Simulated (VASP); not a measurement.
# MgS (P1) in VASP: notebook

Runs on MgS. Level: PBE. Tasks: single point.

Program: VASP 6.6.1. These are calculated values, not measurements. Logs are shortened: lines on timing, memory, paths and dates and some standing lists are left out, and cuts for length are marked.

### 1 The cell of the first run

The typed cell holds 2 atoms: a = 3.683 Å, b = 3.683 Å, c = 3.683 Å, α = 60.00°, β = 60.00°, γ = 60.00°.

### 2 Single point, PBE

INCAR

```
PREC     = Accurate       # precision mode
ENCUT    = 520            # plane-wave cutoff, eV
EDIFF    = 1E-6           # SCF threshold, eV
ISMEAR   = 0              # smearing method
SIGMA    = 0.1            # smearing width, eV
LREAL    = False          # projectors in reciprocal space
LASPH    = True           # aspherical terms in the spheres
NELM     = 120            # most SCF steps
ALGO     = Normal         # electronic algorithm
ISIF     = 2              # what is computed and relaxed
LWAVE    = False          # write WAVECAR
LCHARG   = False          # write CHGCAR
GGA      = PE             # functional
NBANDS   = 11             # bands
GGA_COMPAT= False
```

KPOINTS

```
Automatic mesh
0
Gamma
  2 2 2
```

POSCAR

```
MgS
1.0
    0.0000000000      2.6043975556      2.6043975556
    2.6043975556      0.0000000000      2.6043975556
    2.6043975556      2.6043975556      0.0000000000
Mg S
1 1
Direct
   -0.0060559111     -0.0065531470      0.0054050888
    0.5045909743      0.5049680289      0.4959022086
```

Potentials or basis: VASP PAW PBE potentials, release 64 (Mg, S).

Started as:

```
cat potpaw_PBE.64/Mg/POTCAR potpaw_PBE.64/S/POTCAR > POTCAR
mpirun -np 1 vasp_std > vasp.out
```

OUTCAR:

```text
PREC = Accurate
   ENCUT = 520
   EDIFF = 1E-6
   ISMEAR = 0
   LREAL = False
   LASPH = True
   NELM = 120
   ISIF = 2
   GGA = PE

 ion  position               nearest neighbor table
   1  0.994  0.993  0.005-   2 2.55   2 2.60   2 2.60   2 2.61   2 2.61   2 2.66
   2  0.505  0.505  0.496-   1 2.55   1 2.60   1 2.60   1 2.61   1 2.61   1 2.66

  LATTYP: Found a face centered cubic cell.
 ALAT       =     5.2087951112

  Lattice vectors:

 A1 = (   0.0000000000,   2.6043975556,   2.6043975556)
 A2 = (   2.6043975556,   0.0000000000,   2.6043975556)
 A3 = (   2.6043975556,   2.6043975556,   0.0000000000)

Analysis of symmetry for initial positions (statically):
=====================================================================
 Subroutine PRICEL returns:
 Original cell was already a primitive cell.

 Routine SETGRP: Setting up the symmetry group for a
 face centered cubic supercell.

 Subroutine GETGRP returns: Found  1 space group operations
 (whereof  1 operations were pure point group operations)
 out of a pool of 48 trial point group operations.

The static configuration has the point symmetry C_1 .

Analysis of symmetry for dynamics (positions and initial velocities):
=====================================================================
 Subroutine PRICEL returns:
 Original cell was already a primitive cell.

 Routine SETGRP: Setting up the symmetry group for a
 face centered cubic supercell.

 Subroutine GETGRP returns: Found  1 space group operations
 (whereof  1 operations were pure point group operations)
 out of a pool of 48 trial point group operations.

The dynamic configuration has the point symmetry C_1 .

 Subroutine INISYM returns: Found  1 space group operations
 (whereof  1 operations are pure point group operations),
 and found     1 'primitive' translations

----------------------------------------------------------------------------------------

                                     Primitive cell

  volume of cell :      35.3307

  direct lattice vectors                    reciprocal lattice vectors
     0.000000000  2.604397556  2.604397556    -0.191982979  0.191982979  0.191982979
     2.604397556  0.000000000  2.604397556     0.191982979 -0.191982979  0.191982979
     2.604397556  2.604397556  0.000000000     0.191982979  0.191982979 -0.191982979

  length of vectors
     3.683174345  3.683174345  3.683174345     0.332524273  0.332524273  0.332524273

  position of ions in fractional coordinates (direct lattice)
     0.993944089  0.993446853  0.005405089
     0.504590974  0.504968029  0.495902209

  ion indices of the primitive-cell ions
   primitive index   ion index
                 1           1
                 2           2

----------------------------------------------------------------------------------------

 KPOINTS: Automatic mesh

Automatic generation of k-mesh.
 Grid dimensions read from file:
 generate k-points for:    2    2    2

 Generating k-lattice:

  Cartesian coordinates                     Fractional coordinates (reciprocal lattice)
    -0.095991489  0.095991489  0.095991489     0.500000000  0.000000000  0.000000000
     0.095991489 -0.095991489  0.095991489     0.000000000  0.500000000  0.000000000
     0.095991489  0.095991489 -0.095991489     0.000000000  0.000000000  0.500000000

  Length of vectors
     0.166262137  0.166262137  0.166262137

  Shift w.r.t. Gamma in fractional coordinates (k-lattice)
     0.000000000  0.000000000  0.000000000

 Subroutine IBZKPT returns following result:
 ===========================================

 Found      8 irreducible k-points:

 Following reciprocal coordinates:
            Coordinates               Weight
  0.000000  0.000000  0.000000      1.000000
  0.500000  0.000000  0.000000      1.000000
  0.000000  0.500000  0.000000      1.000000
  0.000000  0.000000  0.500000      1.000000
  0.500000  0.500000  0.500000      1.000000
  0.500000  0.500000  0.000000      1.000000
  0.000000  0.500000  0.500000      1.000000
  0.500000  0.000000  0.500000      1.000000
   k-points           NKPTS =      8   k-points in BZ     NKDIM =      8   number of bands    NBANDS=     11
   number of dos      NEDOS =    301   number of ions     NIONS =      2
   total plane-waves  NPLWV =  21952
   dimension x,y,z NGX =    28 NGY =   28 NGZ =   28
   dimension x,y,z NGXF=    56 NGYF=   56 NGZF=   56
   ions per type =               1   1
   NGX,Y,Z   is equivalent  to a cutoff of  12.64, 12.64, 12.64 a.u.
   NGXF,Y,Z  is equivalent  to a cutoff of  25.28, 25.28, 25.28 a.u.
 SYSTEM =  unknown system
   PREC   = accura    normal or accurate (medium, high low for compatibility)
   ISTART =      0    job   : 0-new  1-cont  2-samecut
   ICHARG =      2    charge: 1-file 2-atom 10-const
   ISPIN  =      1    spin polarized calculation?
   LNONCOLLINEAR =      F non collinear calculations
   LSORBIT =      F    spin-orbit coupling
   LASPH  =      T    aspherical Exc in radial PAW
   ENCUT  =  520.0 eV  38.22 Ry    6.18 a.u.   6.85  6.85  6.85*2*pi/ulx,y,z
   NELM   =    120;   NELMIN=  2; NELMDL= -5     # of ELM steps
   EDIFF  = 0.1E-05   stopping-criterion for ELM
   LREAL  =      F    real-space projection
   EDIFFG = 0.1E-04   stopping-criterion for IOM
   NSW    =      0    number of steps for IOM
   IBRION =     -1    ionic relax: 0-MD 1-quasi-New 2-CG
   NFREE  =      0    steps in history (QN), initial steepest desc. (CG)
   ISIF   =      2    stress and relaxation
   ISYM   =      2    0-nonsym 1-usesym 2-fastsym
   POTIM  = 0.5000    time-step for ionic-motion
   TEBEG  =    0.0;   TEEND  =   0.0 temperature during run
   PSTRESS=    0.0 pullay stress
   NELECT =       8.0000    total number of electrons
   NUPDOWN=      -1.0000    fix difference up-down
   EMIN   =  10.00;   EMAX   =-10.00  energy-range for DOS
   EFERMI =   0.00;   METHOD = LEGACY
   ISMEAR =     0;   SIGMA  =   0.10  broadening in eV -4-tet -1-fermi 0-gaus
   EFERMI_NEDOS =   21; number of points for ismear=-14 and -15
   IALGO  =     38    algorithm
   IMIX   =      4    mixing-type and parameters
     AMIX     =   0.40;   BMIX     =  1.00
     AMIX_MAG =   1.60;   BMIX_MAG =  1.00
  volume/ion in A,a.u.               =      17.67       119.21
  Fermi-wavevector in a.u.,A,eV,Ry     =   0.997825  1.885615 13.546695  0.995654
  Thomas-Fermi vector in A             =   2.130007
   LORBIT       =      0    0 simple, 1 ext, 2 COOP (PROOUT), +10 PAW based schemes
   GGA     = PE    functional components
   LHFCALC =     F    Hartree Fock is set to
   AEXX    =    0.0000 exact exchange contribution
   IVDW    =     0    specifies the selected vdW correction
   LEPSILON=     F    determine dielectric tensor
   LRPA    =     F    only Hartree local field effects (RPA)
 non-spin polarized calculation
 Gauss-broadening in eV      SIGMA  =   0.10
  energy-cutoff  :      520.00
  volume of cell :       35.33
 maximum number of plane-waves:       960
 NGX is ok and might be reduce to    28
   NGX = 13   NGY = 13   NGZ = 13

 number of electron       8.0000000 magnetization

 Free energy of the ion-electron system (eV)
  ---------------------------------------------------
  ext. energy  EPLUGINS =         0.00000000
  ---------------------------------------------------
  free energy    TOTEN  =        -7.10751861 eV

  energy without entropy =       -7.10751861  energy(sigma->0) =       -7.10751861

 E-fermi :   4.5695     XC(G=0):  -9.5501

 val. band max:        4.0884960229   @ k =   0.0000   0.0000   0.0000
 cond. band min:       6.5189622555   @ k =   0.5000   0.0000   0.5000
 fundamental gap:      2.4304662326
 Fermi energy:         4.5694796550

 k-point     1 :       0.0000    0.0000    0.0000
  band No.  band energies     occupation
      1      -8.5766      2.00000
      2       4.0830      2.00000
      3       4.0884      2.00000
      4       4.0885      2.00000
      5       7.6308      0.00000
      6      11.7957      0.00000
      7      11.7958      0.00000
      8      11.8014      0.00000
      9      14.1969      0.00000
     10      14.2064      0.00000
     11      16.4037      0.00000

 k-point     2 :       0.5000    0.0000    0.0000
  band No.  band energies     occupation
      1      -7.2148      2.00000
      2      -0.8980      2.00000
      3       3.4805      2.00000
      4       3.4835      2.00000
      5       8.4399      0.00000
      6      10.6948      0.00000
      7      10.6992      0.00000
      8      13.9063      0.00000
      9      16.0976      0.00000
     10      18.2768      0.00000
     11      18.3032      0.00000

 k-point     3 :       0.0000    0.5000    0.0000
  band No.  band energies     occupation
      1      -7.2148      2.00000
      2      -0.8979      2.00000
      3       3.4802      2.00000
      4       3.4835      2.00000
      5       8.4402      0.00000
      6      10.6946      0.00000
      7      10.6990      0.00000
      8      13.9063      0.00000
      9      16.0977      0.00000
     10      18.2758      0.00000
     11      18.3025      0.00000

 k-point     4 :       0.0000    0.0000    0.5000
  band No.  band energies     occupation
      1      -7.2148      2.00000
      2      -0.8982      2.00000
      3       3.4810      2.00000
      4       3.4834      2.00000
      5       8.4396      0.00000
      6      10.6951      0.00000
      7      10.6993      0.00000
      8      13.9063      0.00000
      9      16.0975      0.00000
     10      18.2779      0.00000
     11      18.3040      0.00000

 k-point     5 :       0.5000    0.5000    0.5000
  band No.  band energies     occupation
      1      -7.2149      2.00000
      2      -0.8976      2.00000
      3       3.4799      2.00000
      4       3.4834      2.00000
      5       8.4405      0.00000
      6      10.6943      0.00000
      7      10.6988      0.00000
      8      13.9063      0.00000
      9      16.0979      0.00000
     10      18.2746      0.00000
     11      18.3014      0.00000

 k-point     6 :       0.5000    0.5000    0.0000
  band No.  band energies     occupation
      1      -6.8264      2.00000
      2      -0.2295      2.00000
      3       2.3399      2.00000
      4       2.3400      2.00000
      5       6.5201      0.00000
      6       8.2556      0.00000
      7      16.0412      0.00000
      8      16.6901      0.00000
      9      17.2240      0.00000
     10      17.2241      0.00000
     11      19.7807      0.00000

 k-point     7 :       0.0000    0.5000    0.5000
  band No.  band energies     occupation
      1      -6.8264      2.00000
      2      -0.2284      2.00000
      3       2.3377      2.00000
      4       2.3402      2.00000
      5       6.5190      0.00000
      6       8.2531      0.00000
      7      16.0481      0.00000
      8      16.6827      0.00000
      9      17.2242      0.00000
     10      17.2384      0.00000
     11      19.7890      0.00000

 k-point     8 :       0.5000    0.0000    0.5000
  band No.  band energies     occupation
      1      -6.8264      2.00000
      2      -0.2284      2.00000
      3       2.3376      2.00000
      4       2.3403      2.00000
      5       6.5190      0.00000
      6       8.2531      0.00000
      7      16.0482      0.00000
      8      16.6826      0.00000
      9      17.2242      0.00000
     10      17.2384      0.00000
     11      19.7892      0.00000

------------------------ aborting loop because EDIFF is reached ----------------------------------------

  FORCE on cell =-STRESS in cart. coord.  units (eV):
  Direction    XX          YY          ZZ          XY          YZ          ZX
  --------------------------------------------------------------------------------------
  -------------------------------------------------------------------------------------
  Total        1.6372861      1.6367578      1.7271532     -0.0000094     -0.0000982     -0.0001690
  in kB       74.2477554     74.2237971     78.3230535     -0.0004243     -0.0044527     -0.0076658
  external PRESSURE =      75.5982020 kB  Pullay stress =       0.0000000 kB

 VOLUME and BASIS-vectors are now :
 -----------------------------------------------------------------------------
  energy-cutoff  :      520.00
  volume of cell :       35.33
      direct lattice vectors                 reciprocal lattice vectors
     0.000000000  2.604397556  2.604397556    -0.191982979  0.191982979  0.191982979
     2.604397556  0.000000000  2.604397556     0.191982979 -0.191982979  0.191982979
     2.604397556  2.604397556  0.000000000     0.191982979  0.191982979 -0.191982979

 POSITION                                       TOTAL-FORCE (eV/Angst)
 -----------------------------------------------------------------------------------
      2.60141      2.60270      5.17596         0.010113      0.005729      0.115789
      2.60666      2.60568      2.62929        -0.010113     -0.005729     -0.115789
 -----------------------------------------------------------------------------------
    total drift:                               -0.000001      0.000002      0.000122

  FREE ENERGIE OF THE ION-ELECTRON SYSTEM (eV)
  ---------------------------------------------------
  free  energy   TOTEN  =        -7.1075186105 eV

  energy  without entropy=       -7.1075186105  energy(sigma->0) =       -7.10751861
```

It took 5 s on 1 thread of Intel Xeon Platinum 8559C (Emerald Rapids), shared host; peak memory 0.14 GiB.

Results:

```yaml
Free_energy: -7.1075 eV
Pressure: 7.6 GPa
Largest_force: 0.116 eV/Å
Band_gap_on_the_k_mesh: 2.43 eV, indirect (least direct gap 3.54 eV)
```

Forces on the atoms (eV/Å):
```
Mg   0.010  0.006  0.116
S   -0.010 -0.006 -0.116
```

Caveat: the k points lie up to 1.04 Å⁻¹ apart.

### 3 Single point, PBE

INCAR

```
SYSTEM = MgS
  PREC = Accurate
  ENCUT = 520
  EDIFF = 1E-6
  ISMEAR = 0
  SIGMA = 0.1
  LREAL = .False.
  LASPH = .True.
  NELM = 120
  ALGO = Normal
  ISIF = 2
  LWAVE = .False.
  LCHARG = .True.
  GGA = PE
  LELF = .True.
  LVHAR = .True.
  NBANDS = 11
  GGA_COMPAT = .False.
```

KPOINTS

```
Automatic mesh
0
Gamma
  2 2 2
  0 0 0
```

POSCAR

```
MgS
1.0
    0.0000000000      2.6043975556      2.6043975556
    2.6043975556      0.0000000000      2.6043975556
    2.6043975556      2.6043975556      0.0000000000
Mg S
1 1
Direct
   -0.0089143456     -0.0096469527      0.0079555826
    0.5067580781      0.5073136769      0.4939685561
```

Potentials or basis: VASP PAW PBE potentials, release 64 (Mg, S).

Started as:

```
cat potpaw_PBE.64/Mg/POTCAR potpaw_PBE.64/S/POTCAR > POTCAR
mpirun -np 1 vasp_std > vasp.out
```

Run time: 6.1 s. Hardware: 1 thread of Intel Xeon Platinum 8559C (Emerald Rapids), shared host; peak memory 0.15 GiB.

It converged, with:

| Item | Value |
| --- | --- |
| Free energy | -7.1035 eV |
| Pressure | 7.7 GPa |
| Largest force | 0.177 eV/Å |
| Band gap on the k mesh | 2.43 eV, indirect (least direct gap 3.54 eV) |

Forces in eV/Å, atoms in the order of the input:
```
Mg   0.015  0.008  0.176
S   -0.015 -0.008 -0.176
```

Stress tensor (GPa, compression positive):
```
7.40 0.00 0.00
0.00 7.39 0.00
0.00 0.00 8.28
```

Levels at points of the mesh, in eV from the valence-band top:
| k point | band 2 | band 3 | band 4 | band 5 | band 6 | band 7 |
| --- | --- | --- | --- | --- | --- | --- |
| (0.00, 0.00, 0.00) | -0.01 | 0.00 | 0.00 | 3.54 | 7.71 | 7.71 |
| (0.50, 0.00, 0.00) | -4.99 | -0.61 | -0.60 | 4.35 | 6.61 | 6.62 |
| (0.00, 0.50, 0.00) | -4.99 | -0.61 | -0.60 | 4.35 | 6.61 | 6.62 |
| (0.00, 0.00, 0.50) | -4.99 | -0.61 | -0.60 | 4.35 | 6.61 | 6.62 |
| (0.50, 0.50, 0.50) | -4.98 | -0.61 | -0.60 | 4.35 | 6.61 | 6.62 |
| (0.50, 0.50, 0.00) | -4.32 | -1.75 | -1.75 | 2.43 | 4.17 | 11.95 |
| (0.00, 0.50, 0.50) | -4.32 | -1.75 | -1.75 | 2.43 | 4.16 | 11.96 |
| (0.50, 0.00, 0.50) | -4.32 | -1.75 | -1.75 | 2.43 | 4.16 | 11.96 |

Caveat: the k points lie up to 1.04 Å⁻¹ apart.

### 4 Single point, PBE

INCAR

```
PREC = Accurate
ENCUT = 520
EDIFF = 1E-6
ISMEAR = 0
SIGMA = 0.1
LREAL = F
LASPH = T
NELM = 120
ALGO = Normal
ISIF = 2
LWAVE = F
LCHARG = F
GGA = PE
NBANDS = 11
GGA_COMPAT = F
```

KPOINTS

```
regular mesh
0
Gamma
  2 2 2
```

POSCAR

```
MgS
1.0
    0.0000000000      2.6043975556      2.6043975556
    2.6043975556      0.0000000000      2.6043975556
    2.6043975556      2.6043975556      0.0000000000
Mg S
1 1
Direct
   -0.0002816390      0.0006049384     -0.0011824232
    0.5002133784      0.4995414380      0.5008964538
```

Started as:

```
cat potpaw_PBE.64/Mg/POTCAR potpaw_PBE.64/S/POTCAR > POTCAR
mpirun -np 1 vasp_std > vasp.out
```

Wall time 5.1 s (1 thread of Intel Xeon Platinum 8559C (Emerald Rapids), shared host); peak memory 0.15 GiB.

Results (log left out):

- Free energy: -7.1108 eV
- Pressure: 7.5 GPa
- Largest force: 0.014 eV/Å
- Band gap on the k mesh: 2.43 eV, indirect (least direct gap 3.54 eV)

Forces in eV/Å, atoms in the order of the input:
```
Mg   0.005  0.013 -0.003
S   -0.005 -0.013  0.003
```

Levels at points of the mesh, in eV from the valence-band top:
```csv
k point,band 1,band 2,band 3,band 4,band 5,band 6,band 7,band 8,band 9
"(0.00, 0.00, 0.00)",-12.66,0.00,0.00,0.00,3.54,7.71,7.71,7.71,10.11
"(0.50, 0.00, 0.00)",-11.30,-4.99,-0.61,-0.61,4.35,6.61,6.61,9.83,12.01
"(0.00, 0.50, 0.00)",-11.30,-4.99,-0.61,-0.61,4.35,6.61,6.61,9.83,12.01
"(0.00, 0.00, 0.50)",-11.30,-4.99,-0.61,-0.61,4.35,6.61,6.61,9.83,12.01
"(0.50, 0.50, 0.50)",-11.30,-4.99,-0.61,-0.61,4.35,6.61,6.61,9.83,12.01
"(0.50, 0.50, 0.00)",-10.91,-4.32,-1.75,-1.75,2.43,4.17,11.96,12.60,13.13
"(0.00, 0.50, 0.50)",-10.91,-4.32,-1.75,-1.75,2.43,4.17,11.96,12.60,13.13
"(0.50, 0.00, 0.50)",-10.91,-4.32,-1.75,-1.75,2.43,4.17,11.96,12.60,13.13
```

Caveat: the k points lie up to 1.04 Å⁻¹ apart.
